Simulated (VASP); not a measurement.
# H13O6F in VASP: a series of runs

H13O6F is run at these levels: r2SCAN; tasks: single point.

Program: VASP 6.6.1. These are calculated values, not measurements. Logs are shortened: lines on timing, memory, paths and dates and some standing lists are left out, and cuts for length are marked.

### Step 1. The cell of the first run

The cell holds a disordered packing, 20 atoms: a = 6.528 Å, b = 6.528 Å, c = 6.528 Å, α = 90.00°, β = 90.00°, γ = 90.00°.

### Step 2. Single point, r2SCAN

Input file POSCAR:

```
H13O6F
1.0
    6.5280840000      0.0000000000      0.0000000000
    0.0000000000      6.5280840000      0.0000000000
    0.0000000000      0.0000000000      6.5280840000
O H F
6 13 1
Direct
    0.1965507797      0.0195309987      0.6430677056
    0.1277710275      0.3791311509      0.8434787297
    0.7769814236      0.5859759158      0.7810408077
   -0.0055759086      0.2850913070      0.2085297922
    0.5963158562      0.2332843756      1.0921581279
    0.3053575904      0.9504320104      0.2428583946
    0.1798536906      0.1650407685      0.6817926975
    0.1129121500     -0.0416354937      0.7395278615
    0.1014692826      0.3442051297      0.9874872934
    0.2561394737      0.4514800974      0.8329090128
    0.7149111439      0.6108990019      0.6516919819
    0.9034503845      0.5147452147      0.7458543732
   -0.1489257798      0.2454165725      0.1992468234
    0.0728697731      0.1682270020      0.2423682048
    0.6686801212      0.2394883399      0.9659342619
    0.5105479648      0.1133410661      1.0851116499
    0.1891826147      0.8572806355      0.2108735120
    0.3093403823      0.9477819219      0.3866678186
    0.8823262691      0.7466202947     -0.0849713331
    0.9780358218      0.8345174480     -0.0168809102
```

Input file INCAR.step1:

```
SYSTEM = H13O6F
PREC = Accurate ; ENCUT = 1110
ISMEAR = -1 ; SIGMA = 0.02
LREAL = Auto ; LASPH = .TRUE.
NELM = 120 ; NBANDS = 44
GGA = PE ; ALGO = Normal
EDIFF = 1E-5 ; LWAVE = .TRUE.
LCHARG = .FALSE. ; GGA_COMPAT = .FALSE.
```

Input file INCAR.step2:

```
SYSTEM = H13O6F
PREC = Accurate ; ENCUT = 1110
EDIFF = 1E-6 ; ISMEAR = -1
SIGMA = 0.02 ; LREAL = Auto
LASPH = .TRUE. ; NELM = 120
ALGO = Normal ; ISIF = 2
LWAVE = .FALSE. ; LCHARG = .FALSE.
METAGGA = R2SCAN ; LMIXTAU = .TRUE.
NBANDS = 44 ; ISTART = 1
GGA_COMPAT = .FALSE.
```

Input file KPOINTS:

```
regular mesh
0
G
  1 1 1
  0 0 0
```

Potentials or basis: VASP PAW PBE potentials, release 64 (O_h, H_h, F_h).

Run with:

```
cat potpaw_PBE.64/O_h/POTCAR potpaw_PBE.64/H_h/POTCAR potpaw_PBE.64/F_h/POTCAR > POTCAR
cp INCAR.step1 INCAR
mpirun -np 1 vasp_gam > vasp.out
cp INCAR.step2 INCAR
mpirun -np 1 vasp_gam > vasp.out
```

OUTCAR:

```text
SYSTEM = H13O6F
   PREC = Accurate
   ENCUT = 1110
   EDIFF = 1E-6
   ISMEAR = -1
   LREAL = Auto
   LASPH = .TRUE.
   NELM = 120
   ISIF = 2
   METAGGA = R2SCAN
   ISTART = 1

 ion  position               nearest neighbor table
   1  0.197  0.020  0.643-   8 0.92   7 0.99
   2  0.128  0.379  0.843-  10 0.96   9 0.98
   3  0.777  0.586  0.781-  11 0.95  12 0.97
   4  0.994  0.285  0.209-  14 0.95  13 0.97
   5  0.596  0.233  0.092-  15 0.95  16 0.96
   6  0.305  0.950  0.243-  18 0.94  17 0.99
   7  0.180  0.165  0.682-   1 0.99
   8  0.113  0.958  0.740-   1 0.92
   9  0.101  0.344  0.987-   2 0.98
  10  0.256  0.451  0.833-   2 0.96
  11  0.715  0.611  0.652-   3 0.95
  12  0.903  0.515  0.746-   3 0.97
  13  0.851  0.245  0.199-   4 0.97
  14  0.073  0.168  0.242-   4 0.95
  15  0.669  0.239  0.966-   5 0.95
  16  0.511  0.113  0.085-   5 0.96
  17  0.189  0.857  0.211-   6 0.99
  18  0.309  0.948  0.387-   6 0.94
  19  0.882  0.747  0.915-  20 0.96
  20  0.978  0.835  0.983-  19 0.96

  LATTYP: Found a simple cubic cell.
 ALAT       =     6.5280840000

  Lattice vectors:

 A1 = (   6.5280840000,   0.0000000000,   0.0000000000)
 A2 = (   0.0000000000,   6.5280840000,   0.0000000000)
 A3 = (   0.0000000000,   0.0000000000,   6.5280840000)

Analysis of symmetry for initial positions (statically):
=====================================================================
 Subroutine PRICEL returns:
 Original cell was already a primitive cell.

 Routine SETGRP: Setting up the symmetry group for a
 simple cubic supercell.

 Subroutine GETGRP returns: Found  1 space group operations
 (whereof  1 operations were pure point group operations)
 out of a pool of 48 trial point group operations.

The static configuration has the point symmetry C_1 .

Analysis of symmetry for dynamics (positions and initial velocities):
=====================================================================
 Subroutine PRICEL returns:
 Original cell was already a primitive cell.

 Routine SETGRP: Setting up the symmetry group for a
 simple cubic supercell.

 Subroutine GETGRP returns: Found  1 space group operations
 (whereof  1 operations were pure point group operations)
 out of a pool of 48 trial point group operations.

The dynamic configuration has the point symmetry C_1 .

 Subroutine INISYM returns: Found  1 space group operations
 (whereof  1 operations are pure point group operations),
 and found     1 'primitive' translations

----------------------------------------------------------------------------------------

                                     Primitive cell

  volume of cell :     278.2000

  direct lattice vectors                    reciprocal lattice vectors
     6.528084000  0.000000000  0.000000000     0.153184303  0.000000000  0.000000000
     0.000000000  6.528084000  0.000000000     0.000000000  0.153184303  0.000000000
     0.000000000  0.000000000  6.528084000     0.000000000  0.000000000  0.153184303

  length of vectors
     6.528084000  6.528084000  6.528084000     0.153184303  0.153184303  0.153184303

  position of ions in fractional coordinates (direct lattice)
     0.196550780  0.019530999  0.643067706
     0.127771028  0.379131151  0.843478730
     0.776981424  0.585975916  0.781040808
     0.994424091  0.285091307  0.208529792
     0.596315856  0.233284376  0.092158128
     0.305357590  0.950432010  0.242858395
[... 12 lines left out ...]
     0.882326269  0.746620295  0.915028667
     0.978035822  0.834517448  0.983119090

  ion indices of the primitive-cell ions
   primitive index   ion index
                 1           1
                 2           2
                 3           3
                 4           4
                 5           5
                 6           6
[... 12 lines left out ...]
                19          19
                20          20

----------------------------------------------------------------------------------------

 KPOINTS: regular mesh

Automatic generation of k-mesh.
 Grid dimensions read from file:
[... 45 lines left out ...]
   TEBEG  =    0.0;   TEEND  =   0.0 temperature during run
   PSTRESS=    0.0 pullay stress
   NELECT =      56.0000    total number of electrons
   NUPDOWN=      -1.0000    fix difference up-down
   EMIN   =  10.00;   EMAX   =-10.00  energy-range for DOS
   EFERMI =   0.00;   METHOD = LEGACY
   ISMEAR =    -1;   SIGMA  =   0.02  broadening in eV -4-tet -1-fermi 0-gaus
   EFERMI_NEDOS =   21; number of points for ismear=-14 and -15
   IALGO  =     38    algorithm
   IMIX   =      4    mixing-type and parameters
     AMIX     =   0.40;   BMIX     =  1.00
     AMIX_MAG =   1.60;   BMIX_MAG =  1.00
  volume/ion in A,a.u.               =      13.91        93.87
  Fermi-wavevector in a.u.,A,eV,Ry     =   0.959441  1.813081 12.524540  0.920528
  Thomas-Fermi vector in A             =   2.088638
   LORBIT       =      0    0 simple, 1 ext, 2 COOP (PROOUT), +10 PAW based schemes
   METAGGA = R2SCAN    functional components
   LHFCALC =     F    Hartree Fock is set to
   AEXX    =    0.0000 exact exchange contribution
   IVDW    =     0    specifies the selected vdW correction
   LEPSILON=     F    determine dielectric tensor
   LRPA    =     F    only Hartree local field effects (RPA)
 non-spin polarized calculation
  energy-cutoff  :     1110.00
  volume of cell :      278.20
 maximum number of plane-waves:     11720
 NGX is ok and might be reduce to    70
   NGX = 35   NGY = 35   NGZ = 35

 number of electron      56.0000000 magnetization

 Free energy of the ion-electron system (eV)
  ---------------------------------------------------
  ext. energy  EPLUGINS =         0.00000000
  ---------------------------------------------------
  free energy    TOTEN  =      -104.42776271 eV

  energy without entropy =     -104.42776271  energy(sigma->0) =     -104.42776271

 E-fermi :  -4.2158     XC(G=0):  -5.5591

 val. band max:       -4.7752359633   @ k =   0.0000   0.0000   0.0000
 cond. band min:       0.6491992106   @ k =   0.0000   0.0000   0.0000
 fundamental gap:      5.4244351739
 Fermi energy:        -4.2157902515

 k-point     1 :       0.0000    0.0000    0.0000
  band No.  band energies     occupation
      1     -28.7181      2.00000
      2     -25.3268      2.00000
      3     -24.6395      2.00000
      4     -24.3558      2.00000
      5     -24.0961      2.00000
      6     -23.9203      2.00000
[... 32 lines left out ...]
     39       6.8364      0.00000
     40       7.0754      0.00000
 [bands above 40 left out]

------------------------ aborting loop because EDIFF is reached ----------------------------------------

  FORCE on cell =-STRESS in cart. coord.  units (eV):
  Direction    XX          YY          ZZ          XY          YZ          ZX
  --------------------------------------------------------------------------------------
  -------------------------------------------------------------------------------------
  Total        0.5759305      1.6040193      4.2069209     -0.0911423     -1.0772083     -0.3633094
  in kB        3.3168317      9.2376811     24.2280090     -0.5248963     -6.2037325     -2.0923290
  external PRESSURE =      12.2608406 kB  Pullay stress =       0.0000000 kB

 VOLUME and BASIS-vectors are now :
 -----------------------------------------------------------------------------
  energy-cutoff  :     1110.00
  volume of cell :      278.20
      direct lattice vectors                 reciprocal lattice vectors
     6.528084000  0.000000000  0.000000000     0.153184303  0.000000000  0.000000000
     0.000000000  6.528084000  0.000000000     0.000000000  0.153184303  0.000000000
     0.000000000  0.000000000  6.528084000     0.000000000  0.000000000  0.153184303

 POSITION                                       TOTAL-FORCE (eV/Angst)
 -----------------------------------------------------------------------------------
      1.28310      0.12750      4.19800         1.129214      1.660234     -1.398772
      0.83410      2.47500      5.50630         0.371397      0.375613     -1.054361
      5.07220      3.82530      5.09870         0.144030     -0.214954      0.126758
      6.49168      1.86110      1.36130        -0.368419      1.128113     -0.144068
      3.89280      1.52290      0.60162        -0.050437      0.164018      0.351333
      1.99340      6.20450      1.58540        -1.162240     -0.948736     -1.910039
[... 12 lines left out ...]
      5.75990      4.87400      5.97338        -0.342793     -0.331060     -0.330009
      6.38470      5.44780      6.41788         0.262236      0.476008      0.319219
 -----------------------------------------------------------------------------------
    total drift:                               -0.005662     -0.004768      0.005232

  FREE ENERGIE OF THE ION-ELECTRON SYSTEM (eV)
  ---------------------------------------------------
  free  energy   TOTEN  =      -104.4277627062 eV

  energy  without entropy=     -104.4277627062  energy(sigma->0) =     -104.42776271
```

Wall time 4.6 min (1 thread of Intel Xeon Platinum 8259CL at 2.50GHz (Skylake/Cascade Lake), shared host); peak memory 0.81 GiB.

What came out:

```
Free energy   : -104.4278 eV
Pressure      : 1.2 GPa
Largest force : 2.447 eV/Å
```

Forces in eV/Å, atoms in the order of the input:
```
O    1.129  1.660 -1.399
O    0.371  0.376 -1.054
O    0.144 -0.215  0.127
O   -0.368  1.128 -0.144
O   -0.050  0.164  0.351
O   -1.162 -0.949 -1.910
H    0.160 -0.610 -0.137
H   -1.235 -1.323  1.646
H   -0.200  0.038  0.518
H   -0.152 -0.070  0.365
H   -0.457  0.390 -0.480
H    0.331 -0.368  0.407
H   -0.046 -0.122  0.046
H    0.637 -1.078  0.380
H    0.124  0.091 -0.664
H   -0.246 -0.249  0.246
H    1.108  0.783 -0.044
H   -0.007  0.210  1.757
H   -0.343 -0.331 -0.330
F    0.262  0.476  0.319
```

Caveat: the k points lie up to 0.96 Å⁻¹ apart, too coarse for converged energies, forces and pressures; the atoms stand as in a frame of molecular dynamics; the PAW data sets were made with another functional, which shifts forces and pressure a little.

### Step 3. Single point, r2SCAN

Input file POSCAR:

```
H13O6F
1.0
    6.5280840000      0.0000000000      0.0000000000
    0.0000000000      6.5280840000      0.0000000000
    0.0000000000      0.0000000000      6.5280840000
O H F
6 13 1
Direct
    0.1816612654      0.0253213654      0.6390236400
    0.1219500239      0.3864380422      0.8518425927
    0.7657530142      0.5661691853      0.7738105086
    0.0090531923      0.2698341504      0.2099390878
    0.5965149958      0.2344332579      1.0928474572
    0.3069507071      0.9701774671      0.2372824859
    0.1718727884      0.1673691699      0.6811493234
    0.1802519698     -0.0498155355      0.7722020734
    0.0653943791      0.3415397228      0.9845614732
    0.2351838610      0.4674878571      0.9043388535
    0.7394512693      0.5914752322      0.6299551293
    0.8887140545      0.4807076625      0.7631795179
   -0.1389228447      0.2575794061      0.2171387501
    0.0768372466      0.1401176823      0.2494912749
    0.6396210588      0.2059409775      0.9569270248
    0.5042674083      0.1188097457      1.1266705514
    0.2473007394      0.8419928420      0.1911433738
    0.2822573974      0.9710046623      0.3920752245
    0.9067898023      0.7562555874     -0.1017909696
    0.9886514941      0.8392814798     -0.0180144741
```

Input file INCAR.step1:

```
SYSTEM = H13O6F
PREC     = Accurate       ! precision mode
ENCUT    = 1110           ! plane-wave cutoff, eV
ISMEAR   = -1             ! smearing method
SIGMA    = 0.02           ! smearing width, eV
LREAL    = Auto         
LASPH    = .True.         ! aspherical terms in the spheres
NELM     = 120            ! most SCF steps
NBANDS   = 44             ! bands
GGA      = PE             ! functional
ALGO     = Normal         ! electronic algorithm
EDIFF    = 1E-5           ! SCF threshold, eV
LWAVE    = .True.         ! write WAVECAR
LCHARG   = .False.        ! write CHGCAR
GGA_COMPAT= .False.
```

Input file INCAR.step2:

```
SYSTEM = H13O6F
PREC     = Accurate       ! precision mode
ENCUT    = 1110           ! plane-wave cutoff, eV
EDIFF    = 1E-6           ! SCF threshold, eV
ISMEAR   = -1             ! smearing method
SIGMA    = 0.02           ! smearing width, eV
LREAL    = Auto         
LASPH    = .True.         ! aspherical terms in the spheres
NELM     = 120            ! most SCF steps
ALGO     = Normal         ! electronic algorithm
ISIF     = 2              ! what is computed and relaxed
LWAVE    = .False.        ! write WAVECAR
LCHARG   = .False.        ! write CHGCAR
METAGGA  = R2SCAN         ! meta-GGA
LMIXTAU  = .True.       
NBANDS   = 44             ! bands
ISTART   = 1            
GGA_COMPAT= .False.
```

Input file KPOINTS:

```
Automatic mesh
0
Gamma
  1 1 1
  0 0 0
```

Potentials or basis: VASP PAW PBE potentials, release 64 (O_h, H_h, F_h).

Run with:

```
cat potpaw_PBE.64/O_h/POTCAR potpaw_PBE.64/H_h/POTCAR potpaw_PBE.64/F_h/POTCAR > POTCAR
cp INCAR.step1 INCAR
mpirun -np 1 vasp_gam > vasp.out
cp INCAR.step2 INCAR
mpirun -np 1 vasp_gam > vasp.out
```

Wall time 4.8 min (1 thread of Intel Xeon Platinum 8259CL at 2.50GHz (Skylake/Cascade Lake), shared host); peak memory 0.8 GiB.

Results (log left out):

```
Free energy   : -104.4112 eV
Pressure      : -0.4 GPa
Largest force : 1.917 eV/Å
```

Forces on the atoms (eV/Å):
```
O    0.177 -0.997  0.942
O    0.744  0.551 -0.138
O    0.220  0.227 -0.725
O    0.259 -0.180  0.521
O   -0.565 -0.501  0.656
O   -0.467 -0.570  1.770
H   -0.015  0.211  0.215
H   -0.160  0.753 -1.418
H   -0.256 -0.641  0.586
H   -0.090 -0.151 -0.579
H   -0.273  0.220  0.274
H    0.241  0.051  0.464
H   -0.085 -0.389 -0.075
H   -0.517  0.736 -0.507
H    0.242  0.044 -0.661
H    0.316  0.599  0.091
H    0.121  0.387  0.061
H    0.354  0.002 -1.358
H   -0.741 -0.741 -0.494
F    0.494  0.390  0.373
```

Stress tensor (GPa, compression positive):
```
 0.09 -0.08 -0.17
-0.08 -0.26 -0.07
-0.17 -0.07 -1.17
```

Levels at points of the mesh, in eV from the Fermi level:
```
           k point  band 26  band 27  band 28  band 29  band 30  band 31
(0.00, 0.00, 0.00)    -0.99    -0.91    -0.56     4.84     7.81     8.11
```

Caveat: the k points lie up to 0.96 Å⁻¹ apart, too coarse for converged energies, forces and pressures; the atoms stand as in a frame of molecular dynamics; the PAW data sets were made with another functional, which shifts forces and pressure a little.

### Step 4. Single point, r2SCAN

Input file POSCAR:

```
H13O6F
1.0
    6.5280840000      0.0000000000      0.0000000000
    0.0000000000      6.5280840000      0.0000000000
    0.0000000000      0.0000000000      6.5280840000
O H F
6 13 1
Direct
    0.1883094642      0.0231001930      0.6409537622
    0.1233286827      0.3829148032      0.8491465490
    0.7707008672      0.5747628247      0.7751585304
    0.0029258202      0.2775699577      0.2064924410
    0.5958409849      0.2326869568      1.0929087310
    0.3053882272      0.9606953587      0.2400244850
    0.1867469843      0.1648416289      0.6701813273
    0.1491861931     -0.0352630266      0.7747602512
    0.0904706496      0.3271250799      0.9858941766
    0.2489244930      0.4549880179      0.8633007786
    0.7050001195      0.5996093188      0.6452888780
    0.8936006338      0.4915531111      0.7659674722
   -0.1464595125      0.2594176178      0.2182723139
    0.0603699340      0.1495385170      0.2566143450
    0.6819305634      0.2301440974      0.9695187746
    0.4982932205      0.1214751526      1.0896459053
    0.2203556204      0.8525931958      0.2040721290
    0.3167238657      0.9610630010      0.3859172155
    0.8953162980      0.7501282153     -0.0889234881
    0.9846840206      0.8378721842     -0.0165745416
```

Input file INCAR.step1:

```
SYSTEM = H13O6F
PREC = Accurate ; ENCUT = 1110
ISMEAR = -1 ; SIGMA = 0.02
LREAL = Auto ; LASPH = .TRUE.
NELM = 120 ; NBANDS = 44
GGA = PE ; ALGO = Normal
EDIFF = 1E-5 ; LWAVE = .TRUE.
LCHARG = .FALSE. ; GGA_COMPAT = .FALSE.
```

Input file INCAR.step2:

```
SYSTEM = H13O6F
PREC = Accurate ; ENCUT = 1110
EDIFF = 1E-6 ; ISMEAR = -1
SIGMA = 0.02 ; LREAL = Auto
LASPH = .TRUE. ; NELM = 120
ALGO = Normal ; ISIF = 2
LWAVE = .FALSE. ; LCHARG = .TRUE.
METAGGA = R2SCAN ; LMIXTAU = .TRUE.
LELF = .TRUE. ; LVHAR = .TRUE.
NBANDS = 44 ; ISTART = 1
GGA_COMPAT = .FALSE.
```

Input file KPOINTS:

```
regular mesh
0
G
  1 1 1
  0 0 0
```

Run with:

```
cat potpaw_PBE.64/O_h/POTCAR potpaw_PBE.64/H_h/POTCAR potpaw_PBE.64/F_h/POTCAR > POTCAR
cp INCAR.step1 INCAR
mpirun -np 1 vasp_gam > vasp.out
cp INCAR.step2 INCAR
mpirun -np 1 vasp_gam > vasp.out
```

Run time: 4.3 min. Hardware: 1 thread of Intel Xeon Platinum 8375C at 2.90GHz (Ice Lake), shared host; peak memory 0.83 GiB.

Results (log left out):

```
Free energy   : -104.4058 eV
Pressure      : 0.7 GPa
Largest force : 1.980 eV/Å
```

Forces on the atoms (eV/Å):
```
O   -0.083 -1.687  0.556
O   -0.231 -0.155 -0.762
O   -0.605  0.649  0.556
O   -0.694 -0.377  0.602
O    0.821  0.493 -0.667
O    1.255  1.483 -0.356
H   -0.114  1.322  0.312
H    0.155  0.176 -0.958
H   -0.159  0.043  0.468
H    0.498  0.349  0.163
H    0.524 -0.196  0.066
H    0.425 -0.235 -0.484
H    0.467  0.087 -0.185
H    0.210  0.201 -0.153
H   -0.939 -0.179  0.660
H    0.023 -0.270  0.034
H   -1.170 -1.527 -0.470
H   -0.173 -0.055  0.798
H   -0.618 -0.562 -0.537
F    0.407  0.439  0.358
```

Stress tensor (GPa, compression positive):
```
-0.09  0.53  0.32
 0.53  2.03  0.72
 0.32  0.72  0.20
```

Levels at points of the mesh, in eV from the Fermi level:
| k point | band 25 | band 26 | band 27 | band 28 | band 29 | band 30 | band 31 | band 32 |
| --- | --- | --- | --- | --- | --- | --- | --- | --- |
| (0.00, 0.00, 0.00) | -1.03 | -0.93 | -0.66 | -0.51 | 5.07 | 8.27 | 8.41 | 8.61 |

Caveat: the k points lie up to 0.96 Å⁻¹ apart, too coarse for converged energies, forces and pressures; the atoms stand as in a frame of molecular dynamics; the PAW data sets were made with another functional, which shifts forces and pressure a little.

### Step 5. Overview

| cell | pressure (GPa) | largest force (eV/Å) |
| --- | --- | --- |
| as given, atomic positions A | 1.2 | 2.45 |
| as given, atomic positions B | -0.4 | 1.92 |
| as given, atomic positions C | 0.7 | 1.98 |

Alike in all rows: task single point; level r2SCAN; potentials or basis VASP PAW PBE potentials, release 64 (O_h, H_h, F_h); no spin polarisation; k mesh 1 × 1 × 1; cutoff (eV) 1110; smearing fermi-dirac 0.02 eV.

Caveats: all runs use coarse meshes; the atoms stand as in a frame of molecular dynamics; the PAW data sets were made with another functional, which shifts forces and pressure a little.

Absolute energies hang on the potentials; compare differences alone.
